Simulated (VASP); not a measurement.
# Ti12H (a cell with a defect) in VASP: single point with PBEsol

Aim: the single point of Ti12H (a cell with a defect) with PBEsol.

Program: VASP 6.6.1. These are calculated values, not measurements. Logs are shortened: lines on timing, memory, paths and dates and some standing lists are left out, and cuts for length are marked.

## Step 1: The cell of the first run

The cell holds a defect, 13 atoms: a = 5.900 Å, b = 8.850 Å, c = 4.685 Å, α = 90.00°, β = 90.00°, γ = 120.00°.

## Step 2: Single point, PBEsol

The input, INCAR:

```
PREC = Accurate
ENCUT = 520
EDIFF = 1E-7
ISMEAR = 0
SIGMA = 0.1
LREAL = F
LASPH = T
NELM = 80
ALGO = Normal
ISIF = 2
LWAVE = F
LCHARG = T
GGA = PS
LELF = T
LVHAR = T
NBANDS = 84
```

The input, KPOINTS:

```
Automatic mesh
0
Gamma
  4 3 5
```

The input, POSCAR:

```
Ti12H
1.0
    5.9000000000      0.0000000000      0.0000000000
   -4.4250000000      7.6643250000      0.0000000000
    0.0000000000      0.0000000000      4.6846000000
Ti H
12 1
Direct
    0.0020190251      0.0014502256     -0.0058314477
    0.1627828355      0.2177970010      0.4971779874
    0.0072287813      0.3285762282     -0.0018989882
    0.1759349461      0.5595035440      0.5069246040
    0.0072088731      0.6752674241     -0.0001167656
    0.1672798211      0.8902033773      0.4986730991
    0.4983933190     -0.0015137667     -0.0011524997
    0.6617259823      0.2154676374      0.5046674209
    0.4833700809      0.3273822548     -0.0024527174
    0.6647893956      0.5586875557      0.5066332238
    0.5032896133      0.6693296539      0.0027048200
    0.6673625701      0.8885903194      0.5009251590
    0.8342843016      0.4434990687      0.3751545489
```

Potentials or basis: VASP PAW PBE potentials, release 64 (Ti_sv, H).

Started as:

```
> cat potpaw_PBE.64/Ti_sv/POTCAR potpaw_PBE.64/H/POTCAR > POTCAR
> mpirun -np 1 vasp_std > vasp.out
```

OUTCAR:

```text
PREC = Accurate
   ENCUT = 520
   EDIFF = 1E-7
   ISMEAR = 0
   LREAL = F
   LASPH = T
   NELM = 80
   ISIF = 2
   GGA = PS

 ion  position               nearest neighbor table
   1  0.002  0.001  0.994-   2 2.86   9 2.86  12 2.87   6 2.88   3 2.88   2 2.88   5 2.90   6 2.91

   2  0.163  0.218  0.497-   9 2.86   3 2.86   1 2.86   9 2.86   3 2.87   1 2.88   6 2.91  12 2.92

   3  0.007  0.329  0.998-   9 2.81   2 2.86   2 2.87   1 2.88   4 2.90   8 2.91
   4  0.176  0.560  0.507-  13 1.85  11 2.86  10 2.89  11 2.89   5 2.90   3 2.90  12 2.91
   5  0.007  0.675  1.000-   6 2.86   6 2.87   7 2.88   4 2.90  10 2.90   1 2.90
   6  0.167  0.890  0.499-   5 2.86   5 2.87   1 2.88   7 2.89   7 2.89   8 2.90   1 2.91   2 2.91

   7  0.498  0.998  0.999-   8 2.85   5 2.88   6 2.89  12 2.89   6 2.89   8 2.89  12 2.91
   8  0.662  0.215  0.505-  13 1.85   7 2.85   7 2.89   6 2.90   3 2.91   9 2.91  12 2.91
   9  0.483  0.327  0.998-   3 2.81   2 2.86   2 2.86   1 2.86  10 2.90   8 2.91
  10  0.665  0.559  0.507-  13 1.85  11 2.86   4 2.89  11 2.89   5 2.90   9 2.90  12 2.91
  11  0.503  0.669  0.003-   4 2.86  10 2.86  12 2.88  12 2.89  10 2.89   4 2.89
  12  0.667  0.889  0.501-   1 2.87  11 2.88  11 2.89   7 2.89   7 2.91   4 2.91   8 2.91  10 2.91
                             2 2.92
  13  0.834  0.443  0.375-   8 1.85   4 1.85  10 1.85

  LATTYP: Found a simple monoclinic cell.
 ALAT       =     5.9000000000
 B/A-ratio  =     0.7940000000
 C/A-ratio  =     1.3228756849
 COS(beta)  =    -0.1889822323

  Lattice vectors:

 A1 = (   5.9000000000,   0.0000000000,   0.0000000000)
 A2 = (   0.0000000000,   0.0000000000,   4.6846000000)
 A3 = (  -1.4750000000,  -7.6643250000,   0.0000000000)

Analysis of symmetry for initial positions (statically):
=====================================================================
 Subroutine PRICEL returns:
 Original cell was already a primitive cell.

 Routine SETGRP: Setting up the symmetry group for a
 simple monoclinic supercell.

 Subroutine GETGRP returns: Found  1 space group operations
 (whereof  1 operations were pure point group operations)
 out of a pool of  4 trial point group operations.

The static configuration has the point symmetry C_1 .

Analysis of symmetry for dynamics (positions and initial velocities):
=====================================================================
 Subroutine PRICEL returns:
 Original cell was already a primitive cell.

 Routine SETGRP: Setting up the symmetry group for a
 simple monoclinic supercell.

 Subroutine GETGRP returns: Found  1 space group operations
 (whereof  1 operations were pure point group operations)
 out of a pool of  4 trial point group operations.

The dynamic configuration has the point symmetry C_1 .

 Subroutine INISYM returns: Found  1 space group operations
 (whereof  1 operations are pure point group operations),
 and found     1 'primitive' translations

----------------------------------------------------------------------------------------

                                     Primitive cell

  volume of cell :     211.8354

  direct lattice vectors                    reciprocal lattice vectors
     5.900000000  0.000000000  0.000000000     0.169491525  0.097855976  0.000000000
    -4.425000000  7.664325000  0.000000000     0.000000000  0.130474634  0.000000000
     0.000000000  0.000000000  4.684600000     0.000000000  0.000000000  0.213465397

  length of vectors
     5.900000000  8.850000153  4.684600000     0.195711955  0.130474634  0.213465397

  position of ions in fractional coordinates (direct lattice)
     0.002019025  0.001450226  0.994168552
     0.162782836  0.217797001  0.497177987
     0.007228781  0.328576228  0.998101012
     0.175934946  0.559503544  0.506924604
     0.007208873  0.675267424  0.999883234
     0.167279821  0.890203377  0.498673099
     0.498393319  0.998486233  0.998847500
     0.661725982  0.215467637  0.504667421
     0.483370081  0.327382255  0.997547283
     0.664789396  0.558687556  0.506633224
     0.503289613  0.669329654  0.002704820
     0.667362570  0.888590319  0.500925159
     0.834284302  0.443499069  0.375154549

  ion indices of the primitive-cell ions
   primitive index   ion index
                 1           1
                 2           2
                 3           3
                 4           4
                 5           5
                 6           6
                 7           7
                 8           8
                 9           9
                10          10
                11          11
                12          12
                13          13

----------------------------------------------------------------------------------------

 KPOINTS: Automatic mesh

Automatic generation of k-mesh.
 Grid dimensions read from file:
 generate k-points for:    4    3    5

 Generating k-lattice:

  Cartesian coordinates                     Fractional coordinates (reciprocal lattice)
     0.042372881  0.024463994  0.000000000     0.250000000  0.000000000  0.000000000
     0.000000000  0.043491545  0.000000000     0.000000000  0.333333333  0.000000000
     0.000000000  0.000000000  0.042693079     0.000000000  0.000000000  0.200000000

  Length of vectors
     0.048927989  0.043491545  0.042693079

  Shift w.r.t. Gamma in fractional coordinates (k-lattice)
     0.000000000  0.000000000  0.000000000

 Subroutine IBZKPT returns following result:
 ===========================================

 Found     31 irreducible k-points:

 Following reciprocal coordinates:
            Coordinates               Weight
  0.000000  0.000000  0.000000      1.000000
  0.250000  0.000000  0.000000      2.000000
  0.500000  0.000000  0.000000      1.000000
  0.000000  0.333333  0.000000      2.000000
  0.250000  0.333333  0.000000      2.000000
  0.500000  0.333333  0.000000      2.000000
[... 16 lines left out ...]
  0.500000  0.000000  0.400000      2.000000
  0.000000  0.333333  0.400000      2.000000
 [... further k-points ...]
   k-points           NKPTS =     31   k-points in BZ     NKDIM =     31   number of bands    NBANDS=     84
   number of dos      NEDOS =    301   number of ions     NIONS =     13
   total plane-waves  NPLWV = 120960
   dimension x,y,z NGX =    48 NGY =   70 NGZ =   36
   dimension x,y,z NGXF=    96 NGYF=  140 NGZF=   72
   ions per type =              12   1
   NGX,Y,Z   is equivalent  to a cutoff of  13.53, 13.15, 12.78 a.u.
   NGXF,Y,Z  is equivalent  to a cutoff of  27.05, 26.30, 25.55 a.u.
 SYSTEM =  unknown system
   PREC   = accura    normal or accurate (medium, high low for compatibility)
   ISTART =      0    job   : 0-new  1-cont  2-samecut
   ICHARG =      2    charge: 1-file 2-atom 10-const
   ISPIN  =      1    spin polarized calculation?
   LNONCOLLINEAR =      F non collinear calculations
   LSORBIT =      F    spin-orbit coupling
   LASPH  =      T    aspherical Exc in radial PAW
   ENCUT  =  520.0 eV  38.22 Ry    6.18 a.u.  10.97 16.46  8.71*2*pi/ulx,y,z
   NELM   =     80;   NELMIN=  2; NELMDL= -5     # of ELM steps
   EDIFF  = 0.1E-06   stopping-criterion for ELM
   LREAL  =      F    real-space projection
   EDIFFG = 0.1E-05   stopping-criterion for IOM
   NSW    =      0    number of steps for IOM
   IBRION =     -1    ionic relax: 0-MD 1-quasi-New 2-CG
   NFREE  =      0    steps in history (QN), initial steepest desc. (CG)
   ISIF   =      2    stress and relaxation
   ISYM   =      2    0-nonsym 1-usesym 2-fastsym
   POTIM  = 0.5000    time-step for ionic-motion
   TEBEG  =    0.0;   TEEND  =   0.0 temperature during run
   PSTRESS=    0.0 pullay stress
   NELECT =     145.0000    total number of electrons
   NUPDOWN=      -1.0000    fix difference up-down
   EMIN   =  10.00;   EMAX   =-10.00  energy-range for DOS
   EFERMI =   0.00;   METHOD = LEGACY
   ISMEAR =     0;   SIGMA  =   0.10  broadening in eV -4-tet -1-fermi 0-gaus
   EFERMI_NEDOS =   21; number of points for ismear=-14 and -15
   IALGO  =     38    algorithm
   IMIX   =      4    mixing-type and parameters
     AMIX     =   0.40;   BMIX     =  1.00
     AMIX_MAG =   1.60;   BMIX_MAG =  1.00
  volume/ion in A,a.u.               =      16.30       109.96
  Fermi-wavevector in a.u.,A,eV,Ry     =   1.442773  2.726446 28.321806  2.081594
  Thomas-Fermi vector in A             =   2.561256
   LORBIT       =      0    0 simple, 1 ext, 2 COOP (PROOUT), +10 PAW based schemes
   GGA     = PS    functional components
   LHFCALC =     F    Hartree Fock is set to
   AEXX    =    0.0000 exact exchange contribution
   IVDW    =     0    specifies the selected vdW correction
   LEPSILON=     F    determine dielectric tensor
   LRPA    =     F    only Hartree local field effects (RPA)
 non-spin polarized calculation
 Gauss-broadening in eV      SIGMA  =   0.10
  energy-cutoff  :      520.00
  volume of cell :      211.84
 maximum number of plane-waves:      5724
 NGX is ok and might be reduce to    48
   NGX = 21   NGY = 33   NGZ = 17

 number of electron     145.0000000 magnetization

 Free energy of the ion-electron system (eV)
  ---------------------------------------------------
  ext. energy  EPLUGINS =         0.00000000
  ---------------------------------------------------
  free energy    TOTEN  =      -103.44968674 eV

  energy without entropy =     -103.37569437  energy(sigma->0) =     -103.41269056

 E-fermi :   8.1149     XC(G=0): -11.6094

 val. band max:        8.1023194346   @ k =  -0.2500   0.3333   0.0000
 cond. band min:       8.1162756248   @ k =   0.5000   0.3333   0.4000
 fundamental gap:      0.0139561901
 Fermi energy:         8.1149154898

 k-point     1 :       0.0000    0.0000    0.0000
  band No.  band energies     occupation
      1     -48.5451      2.00000
      2     -48.4958      2.00000
      3     -48.4643      2.00000
      4     -48.4425      2.00000
      5     -48.4154      2.00000
      6     -48.3991      2.00000
[... 76 lines left out ...]
     83       8.9220      0.00000
     84       8.9337      0.00000

 k-point     2 :       0.2500    0.0000    0.0000
  band No.  band energies     occupation
      1     -48.5334      2.00000
      2     -48.4982      2.00000
      3     -48.4732      2.00000
      4     -48.4401      2.00000
      5     -48.4174      2.00000
      6     -48.3984      2.00000
[... 1903 lines left out ...]
     83       8.6557      0.00000
     84       8.7681      0.00000

 k-point    24 :       0.0000    0.3333    0.4000
  band No.  band energies     occupation
      1     -48.5124      2.00000
      2     -48.4905      2.00000
      3     -48.4607      2.00000
      4     -48.4339      2.00000
      5     -48.4157      2.00000
      6     -48.3965      2.00000
[... 76 lines left out ...]
     83       8.9824      0.00000
     84       9.0596      0.00000

 [... further k-points ...]

------------------------ aborting loop because EDIFF is reached ----------------------------------------

  FORCE on cell =-STRESS in cart. coord.  units (eV):
  Direction    XX          YY          ZZ          XY          YZ          ZX
  --------------------------------------------------------------------------------------
  -------------------------------------------------------------------------------------
  Total       -5.9607061     -5.3767246     -6.5092635      0.0654181      0.0542182      0.0385262
  in kB      -45.0826932    -40.6658573    -49.2316052      0.4947780      0.4100695      0.2913861
  external PRESSURE =     -44.9933853 kB  Pullay stress =       0.0000000 kB

 VOLUME and BASIS-vectors are now :
 -----------------------------------------------------------------------------
  energy-cutoff  :      520.00
  volume of cell :      211.84
      direct lattice vectors                 reciprocal lattice vectors
     5.900000000  0.000000000  0.000000000     0.169491525  0.097855976  0.000000000
    -4.425000000  7.664325000  0.000000000     0.000000000  0.130474634  0.000000000
     0.000000000  0.000000000  4.684600000     0.000000000  0.000000000  0.213465397

 POSITION                                       TOTAL-FORCE (eV/Angst)
 -----------------------------------------------------------------------------------
      0.00549      0.01112      4.65728        -0.014951     -0.002667     -0.014976
     -0.00333      1.66927      2.32908        -0.003778      0.019290      0.053623
     -1.41130      2.51832      4.67570        -0.050506      0.024785      0.032475
     -1.43779      4.28822      2.37474         0.003641     -0.014883      0.123381
     -2.94553      5.17547      4.68405        -0.002958     -0.046447      0.056657
     -2.95220      6.82281      2.33608         0.003718     -0.006905      0.058045
     -1.47778      7.65272      4.67920         0.010550      0.011232      0.042718
      2.95074      1.65141      2.36416        -0.002517      0.016793      0.112884
      1.40322      2.50916      4.67311         0.037860      0.024331      0.027451
      1.45007      4.28196      2.37337         0.002124     -0.021961      0.120122
      0.00762      5.12996      0.01267         0.009638     -0.024079      0.079767
      0.00543      6.81044      2.34663        -0.001780      0.005447      0.076054
      2.95979      3.39912      1.75745         0.008961      0.015064     -0.768202
 -----------------------------------------------------------------------------------
    total drift:                                0.000188     -0.000280     -0.000243

  FREE ENERGIE OF THE ION-ELECTRON SYSTEM (eV)
  ---------------------------------------------------
  free  energy   TOTEN  =      -103.4496867369 eV

  energy  without entropy=     -103.3756943737  energy(sigma->0) =     -103.41269056
```

Run time: 14 min. Hardware: 1 thread of Intel Xeon Platinum 8488C (Sapphire Rapids), shared host; peak memory 0.57 GiB.

Results:

```yaml
Free_energy: -103.4497 eV
Pressure: -4.5 GPa
Largest_force: 0.768 eV/Å
Band_gap_on_the_k_mesh: zero (an odd number of electrons rules out a gap without spin polarisation)
```

Forces in eV/Å, atoms in the order of the input:
```
Ti  -0.015 -0.003 -0.015
Ti  -0.004  0.019  0.054
Ti  -0.051  0.025  0.032
Ti   0.004 -0.015  0.123
Ti  -0.003 -0.046  0.057
Ti   0.004 -0.007  0.058
Ti   0.011  0.011  0.043
Ti  -0.003  0.017  0.113
Ti   0.038  0.024  0.027
Ti   0.002 -0.022  0.120
Ti   0.010 -0.024  0.080
Ti  -0.002  0.005  0.076
H    0.009  0.015 -0.768
```

Levels at points of the mesh, in eV from the Fermi level:
```
           k point  band 68  band 69  band 70  band 71  band 72  band 73  band 74  band 75  band 76  band 77
(0.00, 0.00, 0.00)    -0.80    -0.65    -0.56     0.09     0.33     0.40     0.46     0.56     0.57     0.60
(0.50, 0.00, 0.00)    -0.94    -0.74    -0.67    -0.50    -0.48     0.04     0.22     0.33     0.34     0.50
```

Caveat: the PAW data sets were made with another functional, which shifts forces and pressure a little.
